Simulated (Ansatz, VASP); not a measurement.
## Two plane-wave programs on ZnRe

INCAR

```
SYSTEM = ZnRe
  PREC = Accurate
  ENCUT = 500
  EDIFF = 1E-6
  ISMEAR = -1
  SIGMA = 0.05
  LREAL = .False.
  LASPH = .True.
  NELM = 120
  ALGO = Normal
  ISIF = 2
  LWAVE = .False.
  LCHARG = .False.
  GGA = PE
  NBANDS = 20
  GGA_COMPAT = .False.
```

The input KPOINTS:

```
Automatic mesh
0
Gamma
  9 9 5
  0 0 0
```

File POSCAR:

```
ZnRe
1.0
    2.7482183437      0.0000000000      0.0000000000
   -1.3741091718      2.3800269008      0.0000000000
    0.0000000000      0.0000000000      4.5839473200
Re Zn
1 1
Direct
    0.3333333333      0.6666666667      0.5000000000
    0.0000000000      0.0000000000      0.0000000000
```

The input input.yaml:

```yaml
crystal:
  lattice:
    - [2.7482183437, 0.0, 0.0]
    - [-1.3741091718, 2.3800269008, 0.0]
    - [0.0, 0.0, 4.58394732]
  atoms:
    - { symbol: Re, position: [0.3333333333, 0.6666666667, 0.5] }
    - { symbol: Zn, position: [0.0, 0.0, 0.0] }
hamiltonian:
  xc: pbe
  pseudopotentials: { kind: paw }
kpoints:
  mp_grid: { grid: [9, 9, 5] }
  band_path:
    path:
      - [[0.0, 0.0, 0.0], [0.5, 0.0, 0.0], [0.3333333333, 0.3333333333, 0.0], [0.0, 0.0, 0.0], [0.0, 0.0, 0.5], [0.5, 0.0, 0.5], [0.3333333333, 0.3333333333, 0.5], [0.0, 0.0, 0.5]]
      - [[0.5, 0.0, 0.5], [0.5, 0.0, 0.0]]
      - [[0.3333333333, 0.3333333333, 0.0], [0.3333333333, 0.3333333333, 0.5]]
    npoints: 14
scf:
  occupations: { method: fermi_dirac, width: 0.05 }
  n_extra_bands: 6
output:
  forces: true
  stress: true
  eigenvalues: true
  fatbands: false
```

Alike in both runs: functional PBE; k mesh 9 × 9 × 5; occupations fermi-dirac, width 0.05 eV; no spin polarisation.

|  | VASP | Ansatz |
| --- | --- | --- |
| version | VASP 6.6.1 | Ansatz 0.2.0 |
| potentials or method | VASP PAW PBE potentials, release 64 (Re_sv_GW, Zn) | Ansatz PAW |
| plane-wave cutoff (eV) | 500 | 420 |
| valence electrons in the cell | 27 | 27 |
| task | single point | band structure |

|  | VASP | Ansatz | Ansatz less VASP |
| --- | --- | --- | --- |
| gap on the k mesh at the Fermi level (eV) | none | none | - |
| pressure (GPa) | -5.6 | -4.8 | +0.80 |
| traceless stress, the component that is largest in VASP (GPa) | -3.05 | -3.20 | -0.147 |

A gap of «none» marks a metal or a gap that the smearing closes.

Spin-orbit coupling is off throughout.
